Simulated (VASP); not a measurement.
Write the native input for VASP 6.6.1 that does the following.

| Quantity | Value |
| --- | --- |
| Task | single point |
| Functional | r2SCAN |
| Potentials or basis | VASP PAW PBE potentials, release 64 (Mg, S) |
| Cutoff | 520 eV |
| k mesh | 8 × 8 × 8 |
| Occupations | gaussian, width 0.01 eV |
| Spin | no spin polarisation |
| Dipole correction | no |
| Further INCAR settings | ALGO = Normal; EDIFF = 1e-07; NBANDS = 11 |

Crystal: MgS.

```xyz
2
Lattice="0.0000 2.5809 2.5809 2.5809 0.0000 2.5809 2.5809 2.5809 0.0000" Properties=species:S:1:pos:R:3 pbc="T T T"
Mg    0.0000    0.0000    0.0000
S     2.5809    2.5809    2.5809
```

These files were run (other wordings do the same):

POSCAR

```
MgS
1.0
    0.0000000000      2.5808600575      2.5808600575
    2.5808600575      0.0000000000      2.5808600575
    2.5808600575      2.5808600575      0.0000000000
Mg S
1 1
Direct
    0.0000000000      0.0000000000      0.0000000000
    0.5000000000      0.5000000000      0.5000000000
```

INCAR.step1

```
SYSTEM = MgS
ALGO = Normal ; EDIFF = 1E-4
ENCUT = 520 ; GGA = PE
ISMEAR = 0 ; LASPH = .True.
LCHARG = .False. ; LREAL = .False.
LWAVE = .True. ; NBANDS = 11
NELM = 100 ; PREC = Accurate
SIGMA = 0.01
```

INCAR.step2

```
SYSTEM = MgS
ALGO = Normal ; EDIFF = 1E-7
ENCUT = 520 ; ISIF = 2
ISMEAR = 0 ; ISTART = 1
LASPH = .True. ; LCHARG = .True.
LELF = .True. ; LMIXTAU = .True.
LREAL = .False. ; LVHAR = .True.
LWAVE = .False. ; METAGGA = R2SCAN
NBANDS = 11 ; NELM = 100
PREC = Accurate ; SIGMA = 0.01
```

KPOINTS

```
k-points
0
Gamma
  8 8 8
  0 0 0
```

Potentials or basis: VASP PAW PBE potentials, release 64 (Mg, S).

Command:

```console
$ cat potpaw_PBE.64/Mg/POTCAR potpaw_PBE.64/S/POTCAR > POTCAR
$ cp INCAR.step1 INCAR
$ mpirun -np 1 vasp_std > vasp.out
$ cp INCAR.step2 INCAR
$ mpirun -np 1 vasp_std > vasp.out
```

Results of the run:

| Property | Result |
| --- | --- |
| Pressure | 1.5 GPa |
| Band gap on the k mesh | 3.49 eV, indirect (least direct gap 4.82 eV) |

Caveat: the PAW data sets were made with another functional, which shifts forces and pressure a little.

It took 84 s on 1 thread of AMD EPYC 7R43 64-Core Processor (Zen 3), with other jobs on the host, peak memory 0.13 GiB.
